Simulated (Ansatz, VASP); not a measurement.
# One calculation of WS2, two programs

Contents of POSCAR:

```
WS2
1.0
    3.1814118308      0.0000000000      0.0000000000
   -1.5907059154      2.7551834654      0.0000000000
    0.0000000000      0.0000000000     48.3414037887
S W
8 4
Direct
    0.3333333333      0.6666666667      0.1551465082
    0.3333333333      0.6666666667      0.2196591451
    0.6666666667      0.3333333333      0.2903231420
    0.6666666667      0.3333333333      0.3548357789
    0.3333333333      0.6666666667      0.6451642211
    0.3333333333      0.6666666667      0.7096768580
    0.6666666667      0.3333333333      0.7803408549
    0.6666666667      0.3333333333      0.8448534918
    0.6666666667      0.3333333333      0.1873965367
    0.3333333333      0.6666666667      0.3225857504
    0.6666666667      0.3333333333      0.6774142496
    0.3333333333      0.6666666667      0.8126034633
```

File INCAR.step1:

```
PREC = Accurate ; ENCUT = 520
ISMEAR = 0 ; SIGMA = 0.05
LREAL = False ; LASPH = True
NELM = 100 ; LDIPOL = True
IDIPOL = 3 ; DIPOL = 0.5 0.5 0.500
NBANDS = 64 ; GGA = PE
ALGO = Normal ; EDIFF = 1E-4
LWAVE = True ; LCHARG = False
```

INCAR.step2

```
PREC = Accurate ; ENCUT = 520
EDIFF = 1E-6 ; ISMEAR = 0
SIGMA = 0.05 ; LREAL = False
LASPH = True ; NELM = 100
ALGO = Normal ; ISIF = 2
LWAVE = False ; LCHARG = True
LDIPOL = True ; IDIPOL = 3
DIPOL = 0.5 0.5 0.500 ; METAGGA = R2SCAN
LMIXTAU = True ; LELF = True
LVHAR = True ; LVACPOTAV = True
NBANDS = 64 ; ISTART = 1
```

The input KPOINTS:

```
Automatic mesh
0
Gamma
  9 9 1
```

Input for Ansatz:

```yaml
crystal:
  lattice:
    - [3.1814118308, 0.0, 0.0]
    - [-1.5907059154, 2.7551834654, 0.0]
    - [0.0, 0.0, 48.3414037887]
  atoms:
    - { symbol: S, position: [0.3333333333, 0.6666666667, 0.1551465082] }
    - { symbol: W, position: [0.6666666667, 0.3333333333, 0.1873965367] }
    - { symbol: S, position: [0.3333333333, 0.6666666667, 0.2196591451] }
    - { symbol: S, position: [0.6666666667, 0.3333333333, 0.290323142] }
    - { symbol: W, position: [0.3333333333, 0.6666666667, 0.3225857504] }
    - { symbol: S, position: [0.6666666667, 0.3333333333, 0.3548357789] }
    - { symbol: S, position: [0.3333333333, 0.6666666667, 0.6451642211] }
    - { symbol: W, position: [0.6666666667, 0.3333333333, 0.6774142496] }
    - { symbol: S, position: [0.3333333333, 0.6666666667, 0.709676858] }
    - { symbol: S, position: [0.6666666667, 0.3333333333, 0.7803408549] }
    - { symbol: W, position: [0.3333333333, 0.6666666667, 0.8126034633] }
    - { symbol: S, position: [0.6666666667, 0.3333333333, 0.8448534918] }
basis:
  ecutwfc: 500
kpoints:
  mp_grid: { grid: [9, 9, 1] }
hamiltonian:
  xc: r2scan
scf:
  occupations: { method: gaussian, width: 0.05 }
output:
  forces: true
  stress: true
  eigenvalues: true
  write_density: true
  write_potential: true
  elf: true
  volumetric_format: npy
efield:
  axis: 3
  dipole_correction: true
  ramp_width: 0.04
```

Alike in both runs: task single point; functional r2SCAN; k mesh 9 × 9 × 1; occupations gaussian, width 0.05 eV; no spin polarisation.

|  | VASP | Ansatz |
| --- | --- | --- |
| version | VASP 6.6.1 | Ansatz 0.2.0 |
| potentials or method | VASP PAW PBE potentials, release 64 (S, W_sv), cutoff 520 eV | scalar-relativistic, plane waves, PAW |
| valence electrons in the cell | 104 | 104 |

|  | VASP | Ansatz | Ansatz less VASP |
| --- | --- | --- | --- |
| gap on the k mesh at the Fermi level (eV) | 1.60 | 1.58 | -0.018 |
| least direct gap on the mesh (eV) | 1.90 | 1.90 | -0.004 |
| rms of the force components (eV/Å) | 0.010 | 0.000 | -0.0098 |

VASP's potentials were made for PBE, not for r2SCAN. With one functional, cell and mesh, what is left measures potentials, basis and numerics. Ansatz's warnings: xc potential rough in thin density.

Spin-orbit coupling is off throughout.
